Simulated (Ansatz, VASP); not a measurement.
## MgO in VASP and in Ansatz

Contents of INCAR:

```
PREC     = Accurate       # precision mode
ENCUT    = 520            # plane-wave cutoff, eV
EDIFF    = 1E-7           # SCF threshold, eV
ISMEAR   = -1             # smearing method
SIGMA    = 0.05           # smearing width, eV
LREAL    = F              # projectors in reciprocal space
LASPH    = T              # aspherical terms in the spheres
NELM     = 60             # most SCF steps
ALGO     = Normal         # electronic algorithm
ISIF     = 2              # what is computed and relaxed
LWAVE    = F              # write WAVECAR
LCHARG   = F              # write CHGCAR
GGA      = PE             # functional
NBANDS   = 11             # bands
```

File KPOINTS:

```
Automatic mesh
0
Gamma
  10 10 10
```

File POSCAR:

```
MgO
1.0
    2.8983130506      0.0000000000      0.0000000000
   -1.4491565253      2.5100127300      0.0000000000
    0.0000000000      0.0000000000      2.6434636685
Mg O
1 1
Direct
    0.0000000000      0.0000000000      0.0000000000
    0.3333333333      0.6666666667      0.5000000000
```

input.yaml

```yaml
crystal:
  lattice:
    - [2.8983130506, 0.0, 0.0]
    - [-1.4491565253, 2.51001273, 0.0]
    - [0.0, 0.0, 2.6434636685]
  atoms:
    - { symbol: Mg, position: [0.0, 0.0, 0.0] }
    - { symbol: O, position: [0.3333333333, 0.6666666667, 0.5] }
hamiltonian:
  xc: pbe
  pseudopotentials: { kind: paw, azcp: { folder: soft_1 } }
kpoints:
  mp_grid: { grid: [10, 10, 10] }
scf:
  occupations: { method: fermi_dirac, width: 0.05 }
output:
  forces: true
  stress: true
  eigenvalues: true
  write_density: true
  write_potential: true
  elf: true
  volumetric_format: npy
```

Alike in both runs: task single point; functional PBE; k mesh 10 × 10 × 10; occupations fermi-dirac, width 0.05 eV; no spin polarisation.

|  | VASP | Ansatz |
| --- | --- | --- |
| version | VASP 6.6.1 | Ansatz 0.2.0 |
| potentials or method | VASP PAW PBE potentials, release 64 (Mg, O) | Ansatz PAW soft_1 |
| plane-wave cutoff (eV) | 520 | 420 |
| valence electrons in the cell | 8 | 16 |

```csv
,VASP,Ansatz,Ansatz less VASP
gap on the k mesh at the Fermi level (eV),3.32,3.34,+0.020
least direct gap on the mesh (eV),3.72,3.74,+0.018
pressure (GPa),5.5,6.2,+0.70
"traceless stress, the component that is largest in VASP (GPa)",0.96,1.04,+0.076
```

With one functional, cell and mesh, what is left measures potentials, basis and numerics. VASP's potentials hold 8 valence electrons a cell and Ansatz's 16, so a difference there can come from the potentials and not from the codes.
